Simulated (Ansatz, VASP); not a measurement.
## P: VASP beside Ansatz

Contents of INCAR:

```
ALGO = Normal
EDIFF = 1E-6
ENCUT = 520
GGA = PE
ISIF = 2
ISMEAR = -1
LASPH = T
LCHARG = F
LREAL = F
LWAVE = F
NBANDS = 8
NELM = 80
PREC = Accurate
SIGMA = 0.1
```

File KPOINTS:

```
k-points
0
Gamma
  17 17 17
```

File POSCAR:

```
P
1.0
   -1.4163731298      1.4163731298      1.4163731298
    1.4163731298     -1.4163731298      1.4163731298
    1.4163731298      1.4163731298     -1.4163731298
P
1
Direct
    0.0000000000      0.0000000000      0.0000000000
```

Input for Ansatz:

```yaml
crystal:
  lattice:
    - [-1.4163731298, 1.4163731298, 1.4163731298]
    - [1.4163731298, -1.4163731298, 1.4163731298]
    - [1.4163731298, 1.4163731298, -1.4163731298]
  atoms:
    - { symbol: P, position: [0.0, 0.0, 0.0] }
kpoints:
  mp_grid: { grid: [17, 17, 17] }
scf:
  occupations: { method: fermi_dirac, width: 0.1 }
hamiltonian:
  xc: pbe
  pseudopotentials: { kind: paw }
output:
  forces: true
  stress: true
  eigenvalues: true
  populations: true
```

Change from the starting cell: volume scaled by 0.8, PAW files.

Alike in both runs: task single point; functional PBE; k mesh 17 × 17 × 17; occupations fermi-dirac, width 0.1 eV; no spin polarisation.

|  | VASP | Ansatz |
| --- | --- | --- |
| version | VASP 6.6.1 | Ansatz 0.2.0 |
| potentials or method | VASP PAW PBE potentials, release 64 (P) | PAW with Ansatz's default frozen-core files, scalar-relativistic |
| plane-wave cutoff (eV) | 520 | 420 |
| valence electrons in the cell | 5 | 5 |

Ansatz gave:

```
pressure (GPa) : 33.7
```

Problem. Which values does VASP return?

Solution. Pressure (GPa): 33.1.

Both programs put the cell under a high pressure, so it lies far from rest at this level. The functional is the same, so the differences come from potentials, cutoffs and numerics.
